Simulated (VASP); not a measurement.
# Sn2H3 in VASP: notebook

Sn2H3 is run at these levels: PBE; tasks: single point.

Everything below comes from runs of VASP 6.6.1. Logs are shortened: lines on timing, memory, paths and dates and some standing lists are left out, and cuts for length are marked.

## (1) The cell of the first run

The cell holds a wire or tube with vacuum around it, 10 atoms: a = 14.200 Å, b = 16.300 Å, c = 4.711 Å, α = 90.00°, β = 90.00°, γ = 90.00°.

## (2) Single point, PBE

Input file INCAR:

```
ALGO = Normal
EDIFF = 1E-6
ENCUT = 520
GGA = PE
ISIF = 2
ISMEAR = 0
LASPH = True
LCHARG = False
LREAL = False
LWAVE = False
NBANDS = 42
NELM = 80
PREC = Accurate
SIGMA = 0.05
```

Input file KPOINTS:

```
k-points
0
Gamma
  1 1 12
```

Input file POSCAR:

```
Sn2H3
1.0
   14.2000000000      0.0000000000      0.0000000000
    0.0000000000     16.3000000000      0.0000000000
    0.0000000000      0.0000000000      4.7107251519
Sn H
4 6
Direct
    0.5787104915      0.4468836112      0.0000000000
    0.4168954972      0.6491815159      0.5000000000
    0.5831045028      0.3508184841      0.5000000000
    0.4212895085      0.5531163888      0.0000000000
    0.6784905554      0.5084076422      0.0000000000
    0.5144620466      0.7128028029      0.5000000000
    0.3191094527      0.7127331228      0.5000000000
    0.4855379534      0.2871971971      0.5000000000
    0.6808905473      0.2872668772      0.5000000000
    0.3215094446      0.4915923578      0.0000000000
```

Potentials or basis: VASP PAW PBE potentials, release 64 (Sn_d, H).

Launch:

```sh
> cat potpaw_PBE.64/Sn_d/POTCAR potpaw_PBE.64/H/POTCAR > POTCAR
> mpirun -np 1 vasp_std > vasp.out
```

OUTCAR:

```text
EDIFF = 1E-6
   ENCUT = 520
   GGA = PE
   ISIF = 2
   ISMEAR = 0
   LASPH = True
   LREAL = False
   NELM = 80
   PREC = Accurate

 ion  position               nearest neighbor table
   1  0.579  0.447  0.000-   5 1.74   4 2.83   3 2.83   3 2.83
   2  0.417  0.649  0.500-   6 1.73   7 1.73   4 2.83   4 2.83
   3  0.583  0.351  0.500-   8 1.73   9 1.73   1 2.83   1 2.83
   4  0.421  0.553  0.000-  10 1.74   1 2.83   2 2.83   2 2.83
   5  0.678  0.508  0.000-   1 1.74
   6  0.514  0.713  0.500-   2 1.73
   7  0.319  0.713  0.500-   2 1.73
   8  0.486  0.287  0.500-   3 1.73
   9  0.681  0.287  0.500-   3 1.73
  10  0.322  0.492  0.000-   4 1.74

  LATTYP: Found a simple orthorhombic cell.
 ALAT       =     4.7107251519
 B/A-ratio  =     3.0143978989
 C/A-ratio  =     3.4601891374

  Lattice vectors:

 A1 = (   0.0000000000,   0.0000000000,   4.7107251519)
 A2 = (  14.2000000000,   0.0000000000,   0.0000000000)
 A3 = (   0.0000000000,  16.3000000000,   0.0000000000)

Analysis of symmetry for initial positions (statically):
=====================================================================
 Subroutine PRICEL returns:
 Original cell was already a primitive cell.

 Routine SETGRP: Setting up the symmetry group for a
 simple orthorhombic supercell.

 Subroutine GETGRP returns: Found  4 space group operations
 (whereof  4 operations were pure point group operations)
 out of a pool of  8 trial point group operations.

The static configuration has the point symmetry C_2h.

Analysis of symmetry for dynamics (positions and initial velocities):
=====================================================================
 Subroutine PRICEL returns:
 Original cell was already a primitive cell.

 Routine SETGRP: Setting up the symmetry group for a
 simple orthorhombic supercell.

 Subroutine GETGRP returns: Found  4 space group operations
 (whereof  4 operations were pure point group operations)
 out of a pool of  8 trial point group operations.

The dynamic configuration has the point symmetry C_2h.

 Subroutine INISYM returns: Found  4 space group operations
 (whereof  4 operations are pure point group operations),
 and found     1 'primitive' translations

----------------------------------------------------------------------------------------

                                     Primitive cell

  volume of cell :    1090.3444

  direct lattice vectors                    reciprocal lattice vectors
    14.200000000  0.000000000  0.000000000     0.070422535  0.000000000  0.000000000
     0.000000000 16.300000000  0.000000000     0.000000000  0.061349693  0.000000000
     0.000000000  0.000000000  4.710725152     0.000000000  0.000000000  0.212281542

  length of vectors
    14.200000000 16.300000000  4.710725152     0.070422535  0.061349693  0.212281542

  position of ions in fractional coordinates (direct lattice)
     0.578710491  0.446883611  0.000000000
     0.416895497  0.649181516  0.500000000
     0.583104503  0.350818484  0.500000000
     0.421289509  0.553116389  0.000000000
     0.678490555  0.508407642  0.000000000
     0.514462047  0.712802803  0.500000000
     0.319109453  0.712733123  0.500000000
     0.485537953  0.287197197  0.500000000
     0.680890547  0.287266877  0.500000000
     0.321509445  0.491592358  0.000000000

  ion indices of the primitive-cell ions
   primitive index   ion index
                 1           1
                 2           2
                 3           3
                 4           4
                 5           5
                 6           6
                 7           7
                 8           8
                 9           9
                10          10

----------------------------------------------------------------------------------------

 KPOINTS: k-points

Automatic generation of k-mesh.
 Grid dimensions read from file:
 generate k-points for:    1    1   12

 Generating k-lattice:

  Cartesian coordinates                     Fractional coordinates (reciprocal lattice)
     0.070422535  0.000000000  0.000000000     1.000000000  0.000000000  0.000000000
     0.000000000  0.061349693  0.000000000     0.000000000  1.000000000  0.000000000
     0.000000000  0.000000000  0.017690129     0.000000000  0.000000000  0.083333333

  Length of vectors
     0.070422535  0.061349693  0.017690129

  Shift w.r.t. Gamma in fractional coordinates (k-lattice)
     0.000000000  0.000000000  0.000000000

 Subroutine IBZKPT returns following result:
 ===========================================

 Found      7 irreducible k-points:

 Following reciprocal coordinates:
            Coordinates               Weight
  0.000000  0.000000  0.000000      1.000000
  0.000000  0.000000  0.083333      2.000000
  0.000000  0.000000  0.166667      2.000000
  0.000000  0.000000  0.250000      2.000000
  0.000000  0.000000  0.333333      2.000000
  0.000000  0.000000  0.416667      2.000000
  0.000000  0.000000  0.500000      1.000000
   k-points           NKPTS =      7   k-points in BZ     NKDIM =      7   number of bands    NBANDS=     42
   number of dos      NEDOS =    301   number of ions     NIONS =     10
   total plane-waves  NPLWV = 489888
   dimension x,y,z NGX =   108 NGY =  126 NGZ =   36
   dimension x,y,z NGXF=   216 NGYF=  252 NGZF=   72
   ions per type =               4   6
   NGX,Y,Z   is equivalent  to a cutoff of  12.64, 12.85, 12.70 a.u.
   NGXF,Y,Z  is equivalent  to a cutoff of  25.29, 25.70, 25.41 a.u.
 SYSTEM =  unknown system
   PREC   = accura    normal or accurate (medium, high low for compatibility)
   ISTART =      0    job   : 0-new  1-cont  2-samecut
   ICHARG =      2    charge: 1-file 2-atom 10-const
   ISPIN  =      1    spin polarized calculation?
   LNONCOLLINEAR =      F non collinear calculations
   LSORBIT =      F    spin-orbit coupling
   LASPH  =      T    aspherical Exc in radial PAW
   ENCUT  =  520.0 eV  38.22 Ry    6.18 a.u.  26.40 30.31  8.76*2*pi/ulx,y,z
   NELM   =     80;   NELMIN=  2; NELMDL= -5     # of ELM steps
   EDIFF  = 0.1E-05   stopping-criterion for ELM
   LREAL  =      F    real-space projection
   EDIFFG = 0.1E-04   stopping-criterion for IOM
   NSW    =      0    number of steps for IOM
   IBRION =     -1    ionic relax: 0-MD 1-quasi-New 2-CG
   NFREE  =      0    steps in history (QN), initial steepest desc. (CG)
   ISIF   =      2    stress and relaxation
   ISYM   =      2    0-nonsym 1-usesym 2-fastsym
   POTIM  = 0.5000    time-step for ionic-motion
   TEBEG  =    0.0;   TEEND  =   0.0 temperature during run
   PSTRESS=    0.0 pullay stress
   NELECT =      62.0000    total number of electrons
   NUPDOWN=      -1.0000    fix difference up-down
   EMIN   =  10.00;   EMAX   =-10.00  energy-range for DOS
   EFERMI =   0.00;   METHOD = LEGACY
   ISMEAR =     0;   SIGMA  =   0.05  broadening in eV -4-tet -1-fermi 0-gaus
   EFERMI_NEDOS =   21; number of points for ismear=-14 and -15
   IALGO  =     38    algorithm
   IMIX   =      4    mixing-type and parameters
     AMIX     =   0.40;   BMIX     =  1.00
     AMIX_MAG =   1.60;   BMIX_MAG =  1.00
  volume/ion in A,a.u.               =     109.03       735.80
  Fermi-wavevector in a.u.,A,eV,Ry     =   0.629532  1.189642  5.392124  0.396310
  Thomas-Fermi vector in A             =   1.691853
   LORBIT       =      0    0 simple, 1 ext, 2 COOP (PROOUT), +10 PAW based schemes
   GGA     = PE    functional components
   LHFCALC =     F    Hartree Fock is set to
   AEXX    =    0.0000 exact exchange contribution
   IVDW    =     0    specifies the selected vdW correction
   LEPSILON=     F    determine dielectric tensor
   LRPA    =     F    only Hartree local field effects (RPA)
 non-spin polarized calculation
 Gauss-broadening in eV      SIGMA  =   0.05
  energy-cutoff  :      520.00
  volume of cell :     1090.34
 maximum number of plane-waves:     29382
 NGX is ok and might be reduce to   108
   NGX = 53   NGY = 61   NGZ = 17

 number of electron      62.0000000 magnetization

 Free energy of the ion-electron system (eV)
  ---------------------------------------------------
  ext. energy  EPLUGINS =         0.00000000
  ---------------------------------------------------
  free energy    TOTEN  =       -33.29134114 eV

  energy without entropy =      -33.29134114  energy(sigma->0) =      -33.29134114

 E-fermi :  -3.6723     XC(G=0):  -2.0918

 val. band max:       -3.9212571797   @ k =   0.0000   0.0000   0.0000
 cond. band min:      -2.1869663061   @ k =   0.0000   0.0000   0.0000
 fundamental gap:      1.7342908736
 Fermi energy:        -3.6723413212

 k-point     1 :       0.0000    0.0000    0.0000
  band No.  band energies     occupation
      1     -24.6401      2.00000
      2     -24.6248      2.00000
      3     -24.6124      2.00000
      4     -24.5613      2.00000
      5     -24.5227      2.00000
      6     -24.4832      2.00000
[... 34 lines left out ...]
     41       1.4426      0.00000
     42       1.4933      0.00000

 k-point     2 :       0.0000    0.0000    0.0833
  band No.  band energies     occupation
      1     -24.6477      2.00000
      2     -24.6219      2.00000
      3     -24.6166      2.00000
      4     -24.5609      2.00000
      5     -24.5237      2.00000
      6     -24.4856      2.00000
[... 34 lines left out ...]
     41       1.2518      0.00000
     42       1.4833      0.00000

 k-point     3 :       0.0000    0.0000    0.1667
  band No.  band energies     occupation
      1     -24.6596      2.00000
      2     -24.6247      2.00000
      3     -24.6213      2.00000
      4     -24.5626      2.00000
      5     -24.5285      2.00000
      6     -24.4880      2.00000
[... 34 lines left out ...]
     41       1.3732      0.00000
     42       1.4568      0.00000

 k-point     4 :       0.0000    0.0000    0.2500
  band No.  band energies     occupation
      1     -24.6686      2.00000
      2     -24.6301      2.00000
      3     -24.6255      2.00000
      4     -24.5692      2.00000
      5     -24.5368      2.00000
      6     -24.4900      2.00000
[... 34 lines left out ...]
     41       1.4149      0.00000
     42       1.4650      0.00000

 k-point     5 :       0.0000    0.0000    0.3333
  band No.  band energies     occupation
      1     -24.6724      2.00000
      2     -24.6331      2.00000
      3     -24.6301      2.00000
      4     -24.5804      2.00000
      5     -24.5458      2.00000
      6     -24.4917      2.00000
[... 34 lines left out ...]
     41       1.7592      0.00000
     42       1.8017      0.00000

 k-point     6 :       0.0000    0.0000    0.4167
  band No.  band energies     occupation
      1     -24.6714      2.00000
      2     -24.6416      2.00000
      3     -24.6244      2.00000
      4     -24.5940      2.00000
      5     -24.5524      2.00000
      6     -24.4927      2.00000
[... 34 lines left out ...]
     41       1.9047      0.00000
     42       1.9272      0.00000

 k-point     7 :       0.0000    0.0000    0.5000
  band No.  band energies     occupation
      1     -24.6697      2.00000
      2     -24.6461      2.00000
      3     -24.6181      2.00000
      4     -24.6032      2.00000
      5     -24.5548      2.00000
      6     -24.4931      2.00000
[... 34 lines left out ...]
     41       1.9086      0.00000
     42       2.1547      0.00000

------------------------ aborting loop because EDIFF is reached ----------------------------------------

  FORCE on cell =-STRESS in cart. coord.  units (eV):
  Direction    XX          YY          ZZ          XY          YZ          ZX
  --------------------------------------------------------------------------------------
  -------------------------------------------------------------------------------------
  Total       -0.2361253     -0.1681607     -0.1263101     -0.0480390      0.0000000      0.0000000
  in kB       -0.3469680     -0.2470992     -0.1856029     -0.0705897      0.0000000      0.0000000
  external PRESSURE =      -0.2598901 kB  Pullay stress =       0.0000000 kB

 VOLUME and BASIS-vectors are now :
 -----------------------------------------------------------------------------
  energy-cutoff  :      520.00
  volume of cell :     1090.34
      direct lattice vectors                 reciprocal lattice vectors
    14.200000000  0.000000000  0.000000000     0.070422535  0.000000000  0.000000000
     0.000000000 16.300000000  0.000000000     0.000000000  0.061349693  0.000000000
     0.000000000  0.000000000  4.710725152     0.000000000  0.000000000  0.212281542

 POSITION                                       TOTAL-FORCE (eV/Angst)
 -----------------------------------------------------------------------------------
      8.21769      7.28420      0.00000         0.017434      0.011904      0.000000
      5.91992     10.58166      2.35536         0.004646      0.027997      0.000000
      8.28008      5.71834      2.35536        -0.004646     -0.027997      0.000000
      5.98231      9.01580      0.00000        -0.017434     -0.011904     -0.000000
      9.63457      8.28704      0.00000        -0.017964     -0.013052     -0.000000
      7.30536     11.61869      2.35536        -0.016843     -0.012770      0.000000
      4.53135     11.61755      2.35536         0.011788     -0.012074      0.000000
      6.89464      4.68131      2.35536         0.016843      0.012770      0.000000
      9.66865      4.68245      2.35536        -0.011788      0.012074      0.000000
      4.56543      8.01296      0.00000         0.017964      0.013052      0.000000
 -----------------------------------------------------------------------------------
    total drift:                                0.000000      0.000000      0.000000

  FREE ENERGIE OF THE ION-ELECTRON SYSTEM (eV)
  ---------------------------------------------------
  free  energy   TOTEN  =       -33.2913411351 eV

  energy  without entropy=      -33.2913411351  energy(sigma->0) =      -33.29134114
```

Run time: 12 min. Hardware: 1 thread of Oxide Virtual Turin-like, shared host; peak memory 0.96 GiB.

What came out:

```yaml
Free_energy: -33.2913 eV
Largest_force: 0.028 eV/Å
Band_gap_on_the_k_mesh: 1.73 eV
```

Forces in eV/Å, atoms in the order of the input:
```
Sn   0.017  0.012  0.000
Sn   0.005  0.028  0.000
Sn  -0.005 -0.028  0.000
Sn  -0.017 -0.012  0.000
H   -0.018 -0.013  0.000
H   -0.017 -0.013  0.000
H    0.012 -0.012  0.000
H    0.017  0.013  0.000
H   -0.012  0.012  0.000
H    0.018  0.013  0.000
```

Caveat: spin-orbit coupling is left out, which moves the levels of the heavy elements.

## (3) Single point, PBE

Input file INCAR:

```
SYSTEM = Sn2H3
PREC     = Accurate       ! precision mode
ENCUT    = 520            ! plane-wave cutoff, eV
EDIFF    = 1E-7           ! SCF threshold, eV
ISMEAR   = 0              ! smearing method
SIGMA    = 0.05           ! smearing width, eV
LREAL    = .FALSE.        ! projectors in reciprocal space
LASPH    = .TRUE.         ! aspherical terms in the spheres
NELM     = 100            ! most SCF steps
ALGO     = Normal         ! electronic algorithm
ISIF     = 2              ! what is computed and relaxed
LWAVE    = .FALSE.        ! write WAVECAR
LCHARG   = .FALSE.        ! write CHGCAR
GGA      = PE             ! functional
NBANDS   = 42             ! bands
```

Input file KPOINTS:

```
regular mesh
0
G
  1 1 12
  0 0 0
```

Input file POSCAR:

```
Sn2H3
1.0
   14.2000000000      0.0000000000      0.0000000000
    0.0000000000     16.3000000000      0.0000000000
    0.0000000000      0.0000000000      4.7055477920
Sn H
4 6
Direct
    0.5828441513      0.4489674118      0.0000000000
    0.4171558487      0.6530977647      0.5000000000
    0.5828441513      0.3469022353      0.5000000000
    0.4171558487      0.5510325882      0.0000000000
    0.6817437371      0.5098902623      0.0000000000
    0.5160554346      0.7140206152      0.5000000000
    0.3182562629      0.7140206152      0.5000000000
    0.4839445654      0.2859793848      0.5000000000
    0.6817437371      0.2859793848      0.5000000000
    0.3182562629      0.4901097377      0.0000000000
```

Potentials or basis: VASP PAW PBE potentials, release 64 (Sn_d, H).

Launch:

```sh
> cat potpaw_PBE.64/Sn_d/POTCAR potpaw_PBE.64/H/POTCAR > POTCAR
> mpirun -np 1 vasp_std > vasp.out
```

It took 9.9 min on 1 thread of Oxide Virtual Turin-like, shared host; peak memory 0.94 GiB.

The run converged. Its results:

```
Free energy            : -33.2190 eV
Largest force          : 0.681 eV/Å
Band gap on the k mesh : 1.64 eV
```

Forces on the atoms (eV/Å):
```
Sn  -0.517 -0.444  0.000
Sn  -0.093 -0.655  0.000
Sn   0.093  0.655  0.000
Sn   0.517  0.444  0.000
H    0.107  0.097  0.000
H    0.042  0.071  0.000
H   -0.064  0.145  0.000
H   -0.042 -0.071  0.000
H    0.064 -0.145  0.000
H   -0.107 -0.097  0.000
```

Levels at points of the mesh, in eV from the valence-band top:
```csv
k point,band 27,band 28,band 29,band 30,band 31,band 32,band 33,band 34,band 35,band 36
"(0.00, 0.00, 0.00)",-2.31,-2.28,-1.02,-0.59,0.00,1.64,1.92,3.37,3.69,4.01
"(0.00, 0.00, 0.50)",-2.68,-2.50,-2.44,-1.94,-1.26,2.56,2.83,3.57,3.58,4.21
```

Caveat: spin-orbit coupling is left out, which moves the levels of the heavy elements.
